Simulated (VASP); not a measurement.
# LiAl2BrN6 (P-31m) in VASP: single point with PBE

Aim: the single point of LiAl2BrN6 with PBE.

Program: VASP 6.6.1. These are calculated values, not measurements. Logs are shortened: lines on timing, memory, paths and dates and some standing lists are left out, and cuts for length are marked.

### 1 The cell of the first run

It takes space group P-31m (No. 162, trigonal). The conventional cell has a = 5.219 Å, b = 5.219 Å, c = 7.324 Å, α = 90.00°, β = 90.00°, γ = 120.00°. Within 3.2 Å of Li (site symmetry -3m) lie 12 N at 2.24 to 3.12 Å and 6 Al at 3.01 Å. Within 2.2 Å of Al (site symmetry 32) lie 6 N at 1.69 Å. N (site symmetry m) has 1 N at 1.51 Å and 2 Al at 1.69 Å within 2.0 Å. Br (site symmetry -3m) has 2 Li at 3.66 Å and 18 N at 3.74 to 4.78 Å and 12 Al at 4.74 Å within 4.8 Å.

### 2 Single point, PBE

INCAR

```
SYSTEM = LiAl2BrN6
ALGO = Normal ; EDIFF = 1E-6
ENCUT = 1330 ; GGA = PE
GGA_COMPAT = .False. ; ISIF = 2
ISMEAR = -1 ; LASPH = .True.
LCHARG = .True. ; LELF = .True.
LREAL = .False. ; LVHAR = .True.
LWAVE = .False. ; NBANDS = 34
NELM = 120 ; PREC = Accurate
SIGMA = 0.1
```

KPOINTS

```
k-points
0
Gamma
  6 6 4
  0 0 0
```

POSCAR

```
LiAl2BrN6
1.0
    5.2189606886     -0.0000002887      0.0000000000
   -2.6094800943      4.5197526820      0.0000000000
    0.0000000000      0.0000000000      7.3235780000
Li Al N Br
1 2 6 1
Direct
    0.0000000000      0.0000000000      0.0000000000
    0.3333333333      0.6666666667      0.0000000000
    0.6666666667      0.3333333333      0.0000000000
    0.0000000000      0.5869997909      0.0823453708
    0.4130002091      0.4130002091      0.0823453708
    0.5869997909      0.0000000000      0.0823453708
    0.4130002091      0.0000000000      0.9176546292
    0.5869997909      0.5869997909      0.9176546292
    0.0000000000      0.4130002091      0.9176546292
    0.0000000000      0.0000000000      0.5000000000
```

Potentials or basis: VASP PAW PBE potentials, release 64 (Li_sv, Al, N_h, Br).

On the command line:

```sh
$ cat potpaw_PBE.64/Li_sv/POTCAR potpaw_PBE.64/Al/POTCAR potpaw_PBE.64/N_h/POTCAR potpaw_PBE.64/Br/POTCAR > POTCAR
$ mpirun -np 1 vasp_std > vasp.out
```

OUTCAR:

```text
SYSTEM = LiAl2BrN6
   EDIFF = 1E-6
   ENCUT = 1330
   GGA = PE
   ISIF = 2
   ISMEAR = -1
   LASPH = .True.
   LREAL = .False.
   NELM = 120
   PREC = Accurate

 ion  position               nearest neighbor table
   1  0.000  0.000  0.000-
   2  0.333  0.667  0.000-   7 1.69   4 1.69   6 1.69   9 1.69   5 1.69   8 1.69   3 3.01   3 3.01
                             3 3.01
   3  0.667  0.333  0.000-   6 1.69   9 1.69   7 1.69   4 1.69   8 1.69   5 1.69   2 3.01   2 3.01
                             2 3.01
   4  0.000  0.587  0.082-   9 1.51   2 1.69   3 1.69
   5  0.413  0.413  0.082-   8 1.51   2 1.69   3 1.69
   6  0.587  0.000  0.082-   7 1.51   3 1.69   2 1.69
   7  0.413  0.000  0.918-   6 1.51   2 1.69   3 1.69
   8  0.587  0.587  0.918-   5 1.51   3 1.69   2 1.69
   9  0.000  0.413  0.918-   4 1.51   3 1.69   2 1.69
  10  0.000  0.000  0.500-

  LATTYP: Found a hexagonal cell.
 ALAT       =     5.2189606886
 C/A-ratio  =     1.4032636835

  Lattice vectors:

 A1 = (   5.2189606886,  -0.0000002887,   0.0000000000)
 A2 = (  -2.6094800943,   4.5197526820,   0.0000000000)
 A3 = (   0.0000000000,   0.0000000000,   7.3235780000)

Analysis of symmetry for initial positions (statically):
=====================================================================
 Subroutine PRICEL returns:
 Original cell was already a primitive cell.

 Routine SETGRP: Setting up the symmetry group for a
 hexagonal supercell.

 Subroutine GETGRP returns: Found 12 space group operations
 (whereof 12 operations were pure point group operations)
 out of a pool of 24 trial point group operations.

The static configuration has the point symmetry D_3d.

Analysis of symmetry for dynamics (positions and initial velocities):
=====================================================================
 Subroutine PRICEL returns:
 Original cell was already a primitive cell.

 Routine SETGRP: Setting up the symmetry group for a
 hexagonal supercell.

 Subroutine GETGRP returns: Found 12 space group operations
 (whereof 12 operations were pure point group operations)
 out of a pool of 24 trial point group operations.

The dynamic configuration has the point symmetry D_3d.

 Subroutine INISYM returns: Found 12 space group operations
 (whereof 12 operations are pure point group operations),
 and found     1 'primitive' translations

----------------------------------------------------------------------------------------

                                     Primitive cell

  volume of cell :     172.7516

  direct lattice vectors                    reciprocal lattice vectors
     5.218960689 -0.000000289  0.000000000     0.191609037  0.110625515  0.000000000
    -2.609480094  4.519752682  0.000000000     0.000000012  0.221251051  0.000000000
     0.000000000  0.000000000  7.323578000     0.000000000  0.000000000  0.136545279

  length of vectors
     5.218960689  5.218960689  7.323578000     0.221251051  0.221251051  0.136545279

  position of ions in fractional coordinates (direct lattice)
     0.000000000  0.000000000  0.000000000
     0.333333333  0.666666667  0.000000000
     0.666666667  0.333333333  0.000000000
     0.000000000  0.586999791  0.082345371
     0.413000209  0.413000209  0.082345371
     0.586999791  0.000000000  0.082345371
     0.413000209  0.000000000  0.917654629
     0.586999791  0.586999791  0.917654629
     0.000000000  0.413000209  0.917654629
     0.000000000  0.000000000  0.500000000

  ion indices of the primitive-cell ions
   primitive index   ion index
                 1           1
                 2           2
                 3           3
                 4           4
                 5           5
                 6           6
                 7           7
                 8           8
                 9           9
                10          10

----------------------------------------------------------------------------------------

 KPOINTS: k-points

Automatic generation of k-mesh.
 Grid dimensions read from file:
 generate k-points for:    6    6    4

 Generating k-lattice:

  Cartesian coordinates                     Fractional coordinates (reciprocal lattice)
     0.031934840  0.018437586  0.000000000     0.166666667  0.000000000  0.000000000
     0.000000002  0.036875175  0.000000000     0.000000000  0.166666667  0.000000000
     0.000000000  0.000000000  0.034136320     0.000000000  0.000000000  0.250000000

  Length of vectors
     0.036875175  0.036875175  0.034136320

  Shift w.r.t. Gamma in fractional coordinates (k-lattice)
     0.000000000  0.000000000  0.000000000

 Subroutine IBZKPT returns following result:
 ===========================================

 Found     24 irreducible k-points:

 Following reciprocal coordinates:
            Coordinates               Weight
  0.000000  0.000000  0.000000      1.000000
  0.166667  0.000000  0.000000      6.000000
  0.333333  0.000000  0.000000      6.000000
  0.500000  0.000000  0.000000      3.000000
  0.166667  0.166667  0.000000      6.000000
  0.333333  0.166667  0.000000     12.000000
[... 16 lines left out ...]
  0.333333  0.166667  0.500000     12.000000
  0.333333  0.333333  0.500000      2.000000
   k-points           NKPTS =     24   k-points in BZ     NKDIM =     24   number of bands    NBANDS=     34
   number of dos      NEDOS =    301   number of ions     NIONS =     10
   total plane-waves  NPLWV = 368640
   dimension x,y,z NGX =    64 NGY =   64 NGZ =   90
   dimension x,y,z NGXF=   128 NGYF=  128 NGZF=  180
   ions per type =               1   2   6   1
   NGX,Y,Z   is equivalent  to a cutoff of  20.39, 20.39, 20.43 a.u.
   NGXF,Y,Z  is equivalent  to a cutoff of  40.77, 40.77, 40.86 a.u.
 SYSTEM =  LiAl2BrN6
   PREC   = accura    normal or accurate (medium, high low for compatibility)
   ISTART =      0    job   : 0-new  1-cont  2-samecut
   ICHARG =      2    charge: 1-file 2-atom 10-const
   ISPIN  =      1    spin polarized calculation?
   LNONCOLLINEAR =      F non collinear calculations
   LSORBIT =      F    spin-orbit coupling
   LASPH  =      T    aspherical Exc in radial PAW
   ENCUT  = 1330.0 eV  97.75 Ry    9.89 a.u.  15.52 15.52 21.78*2*pi/ulx,y,z
   NELM   =    120;   NELMIN=  2; NELMDL= -5     # of ELM steps
   EDIFF  = 0.1E-05   stopping-criterion for ELM
   LREAL  =      F    real-space projection
   EDIFFG = 0.1E-04   stopping-criterion for IOM
   NSW    =      0    number of steps for IOM
   IBRION =     -1    ionic relax: 0-MD 1-quasi-New 2-CG
   NFREE  =      0    steps in history (QN), initial steepest desc. (CG)
   ISIF   =      2    stress and relaxation
   ISYM   =      2    0-nonsym 1-usesym 2-fastsym
   POTIM  = 0.5000    time-step for ionic-motion
   TEBEG  =    0.0;   TEEND  =   0.0 temperature during run
   PSTRESS=    0.0 pullay stress
   NELECT =      46.0000    total number of electrons
   NUPDOWN=      -1.0000    fix difference up-down
   EMIN   =  10.00;   EMAX   =-10.00  energy-range for DOS
   EFERMI =   0.00;   METHOD = LEGACY
   ISMEAR =    -1;   SIGMA  =   0.10  broadening in eV -4-tet -1-fermi 0-gaus
   EFERMI_NEDOS =   21; number of points for ismear=-14 and -15
   IALGO  =     38    algorithm
   IMIX   =      4    mixing-type and parameters
     AMIX     =   0.40;   BMIX     =  1.00
     AMIX_MAG =   1.60;   BMIX_MAG =  1.00
  volume/ion in A,a.u.               =      17.28       116.58
  Fermi-wavevector in a.u.,A,eV,Ry     =   1.053222  1.990302 15.092637  1.109278
  Thomas-Fermi vector in A             =   2.188336
   LORBIT       =      0    0 simple, 1 ext, 2 COOP (PROOUT), +10 PAW based schemes
   GGA     = PE    functional components
   LHFCALC =     F    Hartree Fock is set to
   AEXX    =    0.0000 exact exchange contribution
   IVDW    =     0    specifies the selected vdW correction
   LEPSILON=     F    determine dielectric tensor
   LRPA    =     F    only Hartree local field effects (RPA)
 non-spin polarized calculation
  energy-cutoff  :     1330.00
  volume of cell :      172.75
 maximum number of plane-waves:     19070
 NGX is ok and might be reduce to    64
   NGX = 31   NGY = 31   NGZ = 43

 number of electron      46.0000000 magnetization

 Free energy of the ion-electron system (eV)
  ---------------------------------------------------
  ext. energy  EPLUGINS =         0.00000000
  ---------------------------------------------------
  free energy    TOTEN  =       -48.98920178 eV

  energy without entropy =      -48.62999467  energy(sigma->0) =      -48.80959823

 E-fermi :  -0.2294     XC(G=0):  -7.6076

 val. band max:       -0.2295561973   @ k =   0.3333   0.0000   0.5000
 cond. band min:      -0.2238707895   @ k =   0.3333   0.0000   0.2500
 fundamental gap:      0.0056854078
 Fermi energy:        -0.2294076065

 k-point     1 :       0.0000    0.0000    0.0000
  band No.  band energies     occupation
      1     -45.0313      2.00000
      2     -20.0123      2.00000
      3     -18.2086      2.00000
      4     -18.2086      2.00000
      5     -12.6116      2.00000
      6     -10.8120      2.00000
[... 26 lines left out ...]
     33      10.2674      0.00000
     34      10.2675      0.00000

 k-point     2 :       0.1667    0.0000    0.0000
  band No.  band energies     occupation
      1     -45.0313      2.00000
      2     -19.9273      2.00000
      3     -18.3491      2.00000
      4     -18.2191      2.00000
      5     -12.6088      2.00000
      6     -10.7959      2.00000
[... 26 lines left out ...]
     33       9.6625      0.00000
     34      10.4211      0.00000
[... 775 lines left out ...]
     33       8.9688      0.00000
     34       9.8884      0.00000

 k-point    24 :       0.3333    0.3333    0.5000
  band No.  band energies     occupation
      1     -45.0312      2.00000
      2     -19.2239      2.00000
      3     -19.2239      2.00000
      4     -18.2685      2.00000
      5     -12.5984      2.00000
      6     -10.6986      2.00000
[... 26 lines left out ...]
     33       9.3113      0.00000
     34       9.3113      0.00000

------------------------ aborting loop because EDIFF is reached ----------------------------------------

  FORCE on cell =-STRESS in cart. coord.  units (eV):
  Direction    XX          YY          ZZ          XY          YZ          ZX
  --------------------------------------------------------------------------------------
  -------------------------------------------------------------------------------------
  Total       50.4951619     50.4951619     -0.7074465     -0.0000000      0.0000000      0.0000000
  in kB      468.3153116    468.3153116     -6.5611836     -0.0000000      0.0000000      0.0000000
  external PRESSURE =     310.0231465 kB  Pullay stress =       0.0000000 kB

 VOLUME and BASIS-vectors are now :
 -----------------------------------------------------------------------------
  energy-cutoff  :     1330.00
  volume of cell :      172.75
      direct lattice vectors                 reciprocal lattice vectors
     5.218960689 -0.000000289  0.000000000     0.191609037  0.110625515  0.000000000
    -2.609480094  4.519752682  0.000000000     0.000000012  0.221251051  0.000000000
     0.000000000  0.000000000  7.323578000     0.000000000  0.000000000  0.136545279

 POSITION                                       TOTAL-FORCE (eV/Angst)
 -----------------------------------------------------------------------------------
      0.00000      0.00000      0.00000        -0.000000      0.000000      0.000000
      0.00000      3.01317      0.00000        -0.000000      0.000000      0.000000
      2.60948      1.50658      0.00000        -0.000000      0.000000      0.000000
     -1.53176      2.65309      0.60306        -0.032032      0.055481      0.082559
      1.07772      1.86666      0.60306        -0.032032     -0.055481      0.082559
      3.06353     -0.00000      0.60306         0.064063     -0.000000      0.082559
      2.15543     -0.00000      6.72052        -0.064063      0.000000     -0.082559
      1.53176      2.65309      6.72052         0.032032      0.055481     -0.082559
     -1.07772      1.86666      6.72052         0.032032     -0.055481     -0.082559
      0.00000      0.00000      3.66179        -0.000000      0.000000      0.000000
 -----------------------------------------------------------------------------------
    total drift:                                0.000000      0.000000      0.000000

  FREE ENERGIE OF THE ION-ELECTRON SYSTEM (eV)
  ---------------------------------------------------
  free  energy   TOTEN  =       -48.9892017843 eV

  energy  without entropy=      -48.6299946658  energy(sigma->0) =      -48.80959823
```

Run time: 19 min. Hardware: 1 thread of Intel Xeon Platinum 8259CL at 2.50GHz (Skylake/Cascade Lake), shared host; peak memory 1.1 GiB.

Results:

| Property | Result |
| --- | --- |
| Free energy | -48.9892 eV |
| Pressure | 31.0 GPa |
| Largest force | 0.104 eV/Å |
| Band gap on the k mesh | zero (bands 23 and 24 overlap by 0.12 eV) |

Forces on the atoms (eV/Å):
```
Li   0.000  0.000  0.000
Al   0.000  0.000  0.000
Al   0.000  0.000  0.000
N   -0.032  0.055  0.083
N   -0.032 -0.055  0.083
N    0.064  0.000  0.083
N   -0.064  0.000 -0.083
N    0.032  0.055 -0.083
N    0.032 -0.055 -0.083
Br   0.000  0.000  0.000
```

Levels at points of the mesh, in eV from the Fermi level:
| k point | band 20 | band 21 | band 22 | band 23 | band 24 | band 25 | band 26 | band 27 |
| --- | --- | --- | --- | --- | --- | --- | --- | --- |
| (0.00, 0.00, 0.00) | -0.87 | -0.79 | -0.42 | -0.11 | -0.11 | 1.59 | 1.59 | 5.99 |
| (0.50, 0.00, 0.00) | -0.45 | -0.31 | -0.14 | -0.01 | 0.10 | 0.96 | 1.65 | 5.86 |
| (0.00, 0.00, 0.50) | -0.88 | -0.79 | -0.22 | -0.08 | -0.08 | 1.60 | 1.60 | 5.01 |
| (0.50, 0.00, 0.50) | -0.39 | -0.32 | -0.15 | -0.03 | -0.01 | 0.97 | 1.60 | 6.03 |

Caveat: the stress differs along the axes, from -1 to 47 GPa.
